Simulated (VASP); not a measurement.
# PtSe2 (Sudovikovite) (P-3m1) in VASP: further runs

PtSe2 (Sudovikovite) is run at these levels: LDA, PBEsol; tasks: single point.

Program: VASP 6.6.1. These are calculated values, not measurements. Logs are shortened: lines on timing, memory, paths and dates and some standing lists are left out, and cuts for length are marked.

**1. The cell of the first run**

The structure is trigonal, space group P-3m1 (No. 164). The conventional cell has a = 3.749 Å, b = 3.749 Å, c = 5.096 Å, α = 90.00°, β = 90.00°, γ = 120.00°. Pt (site symmetry -3m) has 6 Se at 2.51 Å within 3.3 Å. Se (site symmetry 3m) has 3 Pt at 2.51 Å within 3.3 Å.

**2. Single point, LDA (volume scaled by 1.02)**

INCAR reads:

```
ALGO = Normal
EDIFF = 1E-6
ENCUT = 520
ISIF = 2
ISMEAR = -1
LASPH = T
LCHARG = F
LREAL = F
LWAVE = F
NBANDS = 18
NELM = 100
PREC = Accurate
SIGMA = 0.05
```

KPOINTS reads:

```
k-points
0
Gamma
  8 8 5
```

POSCAR reads:

```
PtSe2
1.0
    3.7486629704      0.0000000000      0.0000000000
   -1.8743314852      3.2464373626      0.0000000000
    0.0000000000      0.0000000000      5.0955241558
Pt Se
1 2
Direct
    0.0000000000      0.0000000000      0.0000000000
    0.6666666667      0.3333333333      0.7500000000
    0.3333333333      0.6666666667      0.2500000000
```

Potentials or basis: VASP PAW LDA potentials, release 64 (Pt, Se).

Run with:

```
$ cat potpaw_LDA.64/Pt/POTCAR potpaw_LDA.64/Se/POTCAR > POTCAR
$ mpirun -np 1 vasp_std > vasp.out
```

OUTCAR:

```text
EDIFF = 1E-6
   ENCUT = 520
   ISIF = 2
   ISMEAR = -1
   LASPH = T
   LREAL = F
   NELM = 100
   PREC = Accurate

 ion  position               nearest neighbor table
   1  0.000  0.000  0.000-   2 2.51   3 2.51   2 2.51   3 2.51   2 2.51   3 2.51
   2  0.667  0.333  0.750-   1 2.51   1 2.51   1 2.51
   3  0.333  0.667  0.250-   1 2.51   1 2.51   1 2.51

  LATTYP: Found a hexagonal cell.
 ALAT       =     3.7486629704
 C/A-ratio  =     1.3592910849

  Lattice vectors:

 A1 = (   3.7486629704,   0.0000000000,   0.0000000000)
 A2 = (  -1.8743314852,   3.2464373626,   0.0000000000)
 A3 = (   0.0000000000,   0.0000000000,   5.0955241558)

Analysis of symmetry for initial positions (statically):
=====================================================================
 Subroutine PRICEL returns:
 Original cell was already a primitive cell.

 Routine SETGRP: Setting up the symmetry group for a
 hexagonal supercell.

 Subroutine GETGRP returns: Found 12 space group operations
 (whereof 12 operations were pure point group operations)
 out of a pool of 24 trial point group operations.

The static configuration has the point symmetry D_3d.

Analysis of symmetry for dynamics (positions and initial velocities):
=====================================================================
 Subroutine PRICEL returns:
 Original cell was already a primitive cell.

 Routine SETGRP: Setting up the symmetry group for a
 hexagonal supercell.

 Subroutine GETGRP returns: Found 12 space group operations
 (whereof 12 operations were pure point group operations)
 out of a pool of 24 trial point group operations.

The dynamic configuration has the point symmetry D_3d.

 Subroutine INISYM returns: Found 12 space group operations
 (whereof 12 operations are pure point group operations),
 and found     1 'primitive' translations

----------------------------------------------------------------------------------------

                                     Primitive cell

  volume of cell :      62.0115

  direct lattice vectors                    reciprocal lattice vectors
     3.748662970  0.000000000  0.000000000     0.266761778  0.154014984  0.000000000
    -1.874331485  3.246437363  0.000000000     0.000000000  0.308029969  0.000000000
     0.000000000  0.000000000  5.095524156     0.000000000  0.000000000  0.196250664

  length of vectors
     3.748662970  3.748662970  5.095524156     0.308029969  0.308029969  0.196250664

  position of ions in fractional coordinates (direct lattice)
     0.000000000  0.000000000  0.000000000
     0.666666667  0.333333333  0.750000000
     0.333333333  0.666666667  0.250000000

  ion indices of the primitive-cell ions
   primitive index   ion index
                 1           1
                 2           2
                 3           3

----------------------------------------------------------------------------------------

 KPOINTS: k-points

Automatic generation of k-mesh.
 Grid dimensions read from file:
 generate k-points for:    8    8    5

 Generating k-lattice:

  Cartesian coordinates                     Fractional coordinates (reciprocal lattice)
     0.033345222  0.019251873  0.000000000     0.125000000  0.000000000  0.000000000
     0.000000000  0.038503746  0.000000000     0.000000000  0.125000000  0.000000000
     0.000000000  0.000000000  0.039250133     0.000000000  0.000000000  0.200000000

  Length of vectors
     0.038503746  0.038503746  0.039250133

  Shift w.r.t. Gamma in fractional coordinates (k-lattice)
     0.000000000  0.000000000  0.000000000

 Subroutine IBZKPT returns following result:
 ===========================================

 Found     40 irreducible k-points:

 Following reciprocal coordinates:
            Coordinates               Weight
  0.000000  0.000000  0.000000      1.000000
  0.125000  0.000000  0.000000      6.000000
  0.250000  0.000000  0.000000      6.000000
  0.375000  0.000000  0.000000      6.000000
  0.500000  0.000000  0.000000      3.000000
  0.125000  0.125000  0.000000      6.000000
[... 16 lines left out ...]
 -0.125000  0.500000  0.200000     12.000000
  0.250000  0.250000  0.200000     12.000000
 [... further k-points ...]
   k-points           NKPTS =     40   k-points in BZ     NKDIM =     40   number of bands    NBANDS=     18
   number of dos      NEDOS =    301   number of ions     NIONS =      3
   total plane-waves  NPLWV =  31360
   dimension x,y,z NGX =    28 NGY =   28 NGZ =   40
   dimension x,y,z NGXF=    56 NGYF=   56 NGZF=   80
   ions per type =               1   2
   NGX,Y,Z   is equivalent  to a cutoff of  12.42, 12.42, 13.05 a.u.
   NGXF,Y,Z  is equivalent  to a cutoff of  24.83, 24.83, 26.10 a.u.
 SYSTEM =  unknown system
   PREC   = accura    normal or accurate (medium, high low for compatibility)
   ISTART =      0    job   : 0-new  1-cont  2-samecut
   ICHARG =      2    charge: 1-file 2-atom 10-const
   ISPIN  =      1    spin polarized calculation?
   LNONCOLLINEAR =      F non collinear calculations
   LSORBIT =      F    spin-orbit coupling
   LASPH  =      T    aspherical Exc in radial PAW
   ENCUT  =  520.0 eV  38.22 Ry    6.18 a.u.   6.97  6.97  9.47*2*pi/ulx,y,z
   NELM   =    100;   NELMIN=  2; NELMDL= -5     # of ELM steps
   EDIFF  = 0.1E-05   stopping-criterion for ELM
   LREAL  =      F    real-space projection
   EDIFFG = 0.1E-04   stopping-criterion for IOM
   NSW    =      0    number of steps for IOM
   IBRION =     -1    ionic relax: 0-MD 1-quasi-New 2-CG
   NFREE  =      0    steps in history (QN), initial steepest desc. (CG)
   ISIF   =      2    stress and relaxation
   ISYM   =      2    0-nonsym 1-usesym 2-fastsym
   POTIM  = 0.5000    time-step for ionic-motion
   TEBEG  =    0.0;   TEEND  =   0.0 temperature during run
   PSTRESS=    0.0 pullay stress
   NELECT =      22.0000    total number of electrons
   NUPDOWN=      -1.0000    fix difference up-down
   EMIN   =  10.00;   EMAX   =-10.00  energy-range for DOS
   EFERMI =   0.00;   METHOD = LEGACY
   ISMEAR =    -1;   SIGMA  =   0.05  broadening in eV -4-tet -1-fermi 0-gaus
   EFERMI_NEDOS =   21; number of points for ismear=-14 and -15
   IALGO  =     38    algorithm
   IMIX   =      4    mixing-type and parameters
     AMIX     =   0.40;   BMIX     =  1.00
     AMIX_MAG =   1.60;   BMIX_MAG =  1.00
  volume/ion in A,a.u.               =      20.67       139.49
  Fermi-wavevector in a.u.,A,eV,Ry     =   1.158933  2.190066 18.274332  1.343125
  Thomas-Fermi vector in A             =   2.295530
   LORBIT       =      0    0 simple, 1 ext, 2 COOP (PROOUT), +10 PAW based schemes
   GGA     = CA    functional components
   LHFCALC =     F    Hartree Fock is set to
   AEXX    =    0.0000 exact exchange contribution
   IVDW    =     0    specifies the selected vdW correction
   LEPSILON=     F    determine dielectric tensor
   LRPA    =     F    only Hartree local field effects (RPA)
 non-spin polarized calculation
  energy-cutoff  :      520.00
  volume of cell :       62.01
 maximum number of plane-waves:      1682
   NGX = 13   NGY = 13   NGZ = 19

 number of electron      21.9999998 magnetization

 Free energy of the ion-electron system (eV)
  ---------------------------------------------------
  ext. energy  EPLUGINS =         0.00000000
  ---------------------------------------------------
  free energy    TOTEN  =       -17.05129772 eV

  energy without entropy =      -17.04492455  energy(sigma->0) =      -17.04811113

 E-fermi :   6.2389     XC(G=0): -10.8066

 val. band max:        6.1276084834   @ k =   0.1250   0.0000   0.0000
 cond. band min:       6.2718439008   @ k =   0.0000   0.1250   0.2000
 fundamental gap:      0.1442354174
 Fermi energy:         6.2389225668

 k-point     1 :       0.0000    0.0000    0.0000
  band No.  band energies     occupation
      1      -9.3128      2.00000
      2      -6.6049      2.00000
      3      -0.8024      2.00000
      4      -0.1121      2.00000
      5      -0.1121      2.00000
      6       2.3254      2.00000
[... 10 lines left out ...]
     17      13.4774      0.00000
     18      17.8627      0.00000

 k-point     2 :       0.1250    0.0000    0.0000
  band No.  band energies     occupation
      1      -9.1439      2.00000
      2      -6.6773      2.00000
      3      -0.5997      2.00000
      4      -0.0045      2.00000
      5       0.0105      2.00000
      6       2.0709      2.00000
[... 10 lines left out ...]
     17      14.0182      0.00000
     18      15.8837      0.00000

 k-point     3 :       0.2500    0.0000    0.0000
  band No.  band energies     occupation
      1      -8.6782      2.00000
      2      -6.8638      2.00000
      3      -0.1115      2.00000
      4       0.2553      2.00000
      5       0.3886      2.00000
      6       1.1084      2.00000
[... 10 lines left out ...]
     17      14.3711      0.00000
     18      14.5407      0.00000

 k-point     4 :       0.3750    0.0000    0.0000
  band No.  band energies     occupation
      1      -8.0543      2.00000
      2      -7.1210      2.00000
      3      -0.4729      2.00000
      4       0.4739      2.00000
      5       0.7370      2.00000
      6       1.3003      2.00000
[... 10 lines left out ...]
     17      13.8695      0.00000
     18      15.5662      0.00000

 k-point     5 :       0.5000    0.0000    0.0000
  band No.  band energies     occupation
      1      -7.5395      2.00000
      2      -7.4469      2.00000
      3      -0.9615      2.00000
      4       0.5324      2.00000
      5       1.0309      2.00000
      6       2.0847      2.00000
[... 10 lines left out ...]
     17      13.5669      0.00000
     18      17.3498      0.00000

 k-point     6 :       0.1250    0.1250    0.0000
  band No.  band energies     occupation
      1      -8.8261      2.00000
      2      -6.8042      2.00000
      3      -0.2328      2.00000
      4       0.1927      2.00000
      5       0.2281      2.00000
      6       1.6221      2.00000
[... 10 lines left out ...]
     17      14.4576      0.00000
     18      14.9568      0.00000

 k-point     7 :       0.2500    0.1250    0.0000
  band No.  band energies     occupation
      1      -8.2795      2.00000
      2      -7.0082      2.00000
      3       0.0760      2.00000
      4       0.2477      2.00000
      5       0.7144      2.00000
      6       0.8598      2.00000
[... 10 lines left out ...]
     17      13.9938      0.00000
     18      15.1903      0.00000

 k-point     8 :       0.3750    0.1250    0.0000
  band No.  band energies     occupation
      1      -7.7016      2.00000
      2      -7.2704      2.00000
      3      -0.7273      2.00000
      4       0.3803      2.00000
      5       1.0392      2.00000
      6       1.4927      2.00000
[... 10 lines left out ...]
     17      14.9857      0.00000
     18      15.7839      0.00000
[... 229 lines left out ...]
     17      13.8804      0.00000
     18      15.1095      0.00000

 k-point    20 :       0.2500    0.1250    0.2000
  band No.  band energies     occupation
      1      -8.1507      2.00000
      2      -7.1741      2.00000
      3      -0.0361      2.00000
      4       0.2229      2.00000
      5       0.5666      2.00000
      6       1.3774      2.00000
[... 10 lines left out ...]
     17      14.5798      0.00000
     18      14.8139      0.00000

 k-point    21 :      -0.1250    0.3750    0.2000
  band No.  band energies     occupation
      1      -8.2012      2.00000
      2      -7.0853      2.00000
      3      -0.3607      2.00000
      4       0.1015      2.00000
      5       0.5654      2.00000
      6       1.3100      2.00000
[... 10 lines left out ...]
     17      14.1818      0.00000
     18      15.7713      0.00000

 k-point    22 :       0.3750    0.1250    0.2000
  band No.  band energies     occupation
      1      -7.5739      2.00000
      2      -7.3886      2.00000
      3      -0.7395      2.00000
      4       0.3379      2.00000
      5       1.1600      2.00000
      6       1.1963      2.00000
[... 10 lines left out ...]
     17      15.1346      0.00000
     18      15.6883      0.00000

 k-point    23 :      -0.1250    0.5000    0.2000
  band No.  band energies     occupation
      1      -7.7249      2.00000
      2      -7.2051      2.00000
      3      -0.8895      2.00000
      4       0.1846      2.00000
      5       0.7387      2.00000
      6       1.8587      2.00000
[... 10 lines left out ...]
     17      15.3942      0.00000
     18      16.0151      0.00000

 k-point    24 :       0.2500    0.2500    0.2000
  band No.  band energies     occupation
      1      -7.7175      2.00000
      2      -7.2263      2.00000
      3      -0.3812      2.00000
      4       0.1113      2.00000
      5       0.5639      2.00000
      6       1.3502      2.00000
[... 10 lines left out ...]
     17      14.5946      0.00000
     18      15.1544      0.00000

 [... further k-points ...]

------------------------ aborting loop because EDIFF is reached ----------------------------------------

  FORCE on cell =-STRESS in cart. coord.  units (eV):
  Direction    XX          YY          ZZ          XY          YZ          ZX
  --------------------------------------------------------------------------------------
  -------------------------------------------------------------------------------------
  Total       -0.9758158     -0.9758158     -1.0698112      0.0000000      0.0000000      0.0000000
  in kB      -25.2119334    -25.2119334    -27.6404697      0.0000000      0.0000000      0.0000000
  external PRESSURE =     -26.0214455 kB  Pullay stress =       0.0000000 kB

 VOLUME and BASIS-vectors are now :
 -----------------------------------------------------------------------------
  energy-cutoff  :      520.00
  volume of cell :       62.01
      direct lattice vectors                 reciprocal lattice vectors
     3.748662970  0.000000000  0.000000000     0.266761778  0.154014984  0.000000000
    -1.874331485  3.246437363  0.000000000     0.000000000  0.308029969  0.000000000
     0.000000000  0.000000000  5.095524156     0.000000000  0.000000000  0.196250664

 POSITION                                       TOTAL-FORCE (eV/Angst)
 -----------------------------------------------------------------------------------
      0.00000      0.00000      0.00000         0.000000      0.000000     -0.000000
      1.87433      1.08215      3.82164        -0.000000      0.000000     -0.007077
     -0.00000      2.16429      1.27388         0.000000     -0.000000      0.007077
 -----------------------------------------------------------------------------------
    total drift:                               -0.000000     -0.000000     -0.000000

  FREE ENERGIE OF THE ION-ELECTRON SYSTEM (eV)
  ---------------------------------------------------
  free  energy   TOTEN  =       -17.0512977197 eV

  energy  without entropy=      -17.0449245473  energy(sigma->0) =      -17.04811113
```

Run time: 28 s. Hardware: 1 thread of Intel Xeon Platinum 8259CL at 2.50GHz (Skylake/Cascade Lake), shared host; peak memory 0.18 GiB.

Results:

```
Free energy            : -17.0513 eV
Pressure               : -2.6 GPa
Largest force          : 0.007 eV/Å
Band gap on the k mesh : zero (band 11 reaches 6.63 eV, above the bottom of band 12 at 6.29 eV)
```

Forces in eV/Å, atoms in the order of the input:
```
Pt   0.000  0.000  0.000
Se   0.000  0.000 -0.007
Se   0.000  0.000  0.007
```

Stress tensor (GPa, compression positive):
```
-2.52  0.00  0.00
 0.00 -2.52  0.00
 0.00  0.00 -2.76
```

Levels at points of the mesh, in eV from the Fermi level:
```tsv
k point	band 8	band 9	band 10	band 11	band 12	band 13	band 14	band 15
(0.00, 0.00, 0.00)	-2.51	-1.04	-1.04	0.39	1.41	1.41	3.55	3.90
(0.50, 0.00, 0.00)	-3.46	-3.41	-3.34	-2.94	0.60	2.27	4.67	5.73
```

Caveat: spin-orbit coupling is left out, which moves the levels of the heavy elements.

**3. Single point, PBEsol (volume scaled by 1.02)**

INCAR reads:

```
  PREC = Accurate
  ENCUT = 520
  EDIFF = 1E-6
  ISMEAR = -1
  SIGMA = 0.05
  LREAL = F
  LASPH = T
  NELM = 80
  ALGO = Normal
  ISIF = 2
  LWAVE = F
  LCHARG = T
  GGA = PS
  LELF = T
  LVHAR = T
  NBANDS = 18
```

KPOINTS reads:

```
Automatic mesh
0
Gamma
  8 8 5
```

POSCAR is that of step 2.

Potentials or basis: VASP PAW PBE potentials, release 64 (Pt, Se).

Run with:

```
$ cat potpaw_PBE.64/Pt/POTCAR potpaw_PBE.64/Se/POTCAR > POTCAR
$ mpirun -np 1 vasp_std > vasp.out
```

It took 31 s on 1 thread of Intel Xeon Platinum 8259CL at 2.50GHz (Skylake/Cascade Lake), shared host; peak memory 0.2 GiB.

Results (log left out):

```
Free energy            : -15.8952 eV
Pressure               : -0.4 GPa
Largest force          : 0.110 eV/Å
Band gap on the k mesh : zero (band 11 reaches 6.53 eV, above the bottom of band 12 at 6.21 eV)
```

Forces in eV/Å, atoms in the order of the input:
```
Pt   0.000  0.000  0.000
Se   0.000  0.000 -0.110
Se   0.000  0.000  0.110
```

Stress tensor (GPa, compression positive):
```
-0.23  0.00  0.00
 0.00 -0.23  0.00
 0.00  0.00 -0.70
```

Levels at points of the mesh, in eV from the Fermi level:
| k point | band 7 | band 8 | band 9 | band 10 | band 11 | band 12 | band 13 | band 14 | band 15 | band 16 |
| --- | --- | --- | --- | --- | --- | --- | --- | --- | --- | --- |
| (0.00, 0.00, 0.00) | -3.94 | -2.55 | -1.06 | -1.06 | 0.39 | 1.41 | 1.41 | 3.52 | 3.93 | 7.20 |
| (0.50, 0.00, 0.00) | -3.66 | -3.50 | -3.44 | -3.36 | -2.96 | 0.61 | 2.27 | 4.65 | 5.71 | 6.95 |

Caveat: the PAW data sets were made with another functional, which shifts forces and pressure a little; spin-orbit coupling is left out, which moves the levels of the heavy elements.

**4. Single point, LDA (volume scaled by 1.04)**

INCAR reads:

```
SYSTEM = PtSe2
PREC = Accurate ; ENCUT = 520
EDIFF = 1E-7 ; ISMEAR = -1
SIGMA = 0.05 ; LREAL = .FALSE.
LASPH = .TRUE. ; NELM = 80
ALGO = Normal ; ISIF = 2
LWAVE = .FALSE. ; LCHARG = .FALSE.
NBANDS = 18
```

KPOINTS reads:

```
Automatic mesh
0
G
  8 8 5
  0 0 0
```

POSCAR reads:

```
PtSe2
1.0
    3.7730056198      0.0000000000      0.0000000000
   -1.8865028099      3.2675187154      0.0000000000
    0.0000000000      0.0000000000      5.1286129021
Pt Se
1 2
Direct
    0.0000000000      0.0000000000      0.0000000000
    0.6666666667      0.3333333333      0.7500000000
    0.3333333333      0.6666666667      0.2500000000
```

Potentials or basis: VASP PAW LDA potentials, release 64 (Pt, Se).

Run with:

```
$ cat potpaw_LDA.64/Pt/POTCAR potpaw_LDA.64/Se/POTCAR > POTCAR
$ mpirun -np 1 vasp_std > vasp.out
```

It took 33 s on 1 thread of Intel Xeon Platinum 8259CL at 2.50GHz (Skylake/Cascade Lake), shared host; peak memory 0.18 GiB.

The run converged. Its results:

```
Free energy            : -17.0230 eV
Pressure               : -4.9 GPa
Largest force          : 0.214 eV/Å
Band gap on the k mesh : zero (band 11 reaches 6.36 eV, above the bottom of band 12 at 6.02 eV)
```

Forces on the atoms (eV/Å):
```
Pt   0.000  0.000  0.000
Se   0.000  0.000  0.214
Se   0.000  0.000 -0.214
```

Stress tensor (GPa, compression positive):
```
-5.08  0.00  0.00
 0.00 -5.08  0.00
 0.00  0.00 -4.49
```

Levels at points of the mesh, in eV from the Fermi level:
```tsv
k point	band 7	band 8	band 9	band 10	band 11	band 12	band 13	band 14	band 15	band 16
(0.00, 0.00, 0.00)	-3.79	-2.45	-1.01	-1.01	0.39	1.39	1.39	3.60	3.77	7.25
(0.50, 0.00, 0.00)	-3.53	-3.37	-3.31	-3.25	-2.88	0.60	2.21	4.62	5.73	6.96
```

Caveat: spin-orbit coupling is left out, which moves the levels of the heavy elements.

**5. Summary**

```tsv
level	potentials or basis	cell	gap on the mesh (eV)	pressure (GPa)	largest force (eV/Å)
LDA	VASP PAW LDA potentials, release 64 (Pt, Se)	a = 3.749, b = 3.749, c = 5.096 Å, angles 90.0, 90.0, 120.0°, 3 atoms	none	-2.6	0.01
PBEsol	VASP PAW PBE potentials, release 64 (Pt, Se)	a = 3.749, b = 3.749, c = 5.096 Å, angles 90.0, 90.0, 120.0°, 3 atoms	none	-0.4	0.11
LDA	VASP PAW LDA potentials, release 64 (Pt, Se)	a = 3.773, b = 3.773, c = 5.129 Å, angles 90.0, 90.0, 120.0°, 3 atoms	none	-4.9	0.21
```

Alike in all rows: task single point; no spin polarisation; k mesh 8 × 8 × 5; cutoff (eV) 520; smearing fermi-dirac 0.05 eV.

Caveats: spin-orbit coupling is left out, which moves the levels of the heavy elements; the PAW data sets were made with another functional, which shifts forces and pressure a little (some runs).

Total energies depend on the potentials used, so only differences within one code and one set of settings carry meaning.
